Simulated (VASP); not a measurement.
Ta:

```
Ta
1.0
    -1.64020    1.64020    1.64020
     1.64020   -1.64020    1.64020
     1.64020    1.64020   -1.64020
Ta
1
Direct
  0.00000 0.00000 0.00000
```

Base run:

- Program: VASP 6.6.1
- Functional: r2SCAN
- Potentials or basis: VASP PAW PBE potentials, release 64 (Ta_pv)
- Cutoff: 520 eV
- k mesh: 11 × 11 × 11
- Occupations: fermi-dirac, width 0.05 eV
- Spin: no spin polarisation

Its results: pressure 4.9 GPa.

Question: The run is repeated on the same cell with these changes: functional from r2SCAN to PBE. What comes out?

Answer: Pressure 7.1 GPa.

Caveats: the PAW data sets were made with another functional, which shifts forces and pressure a little (some runs).
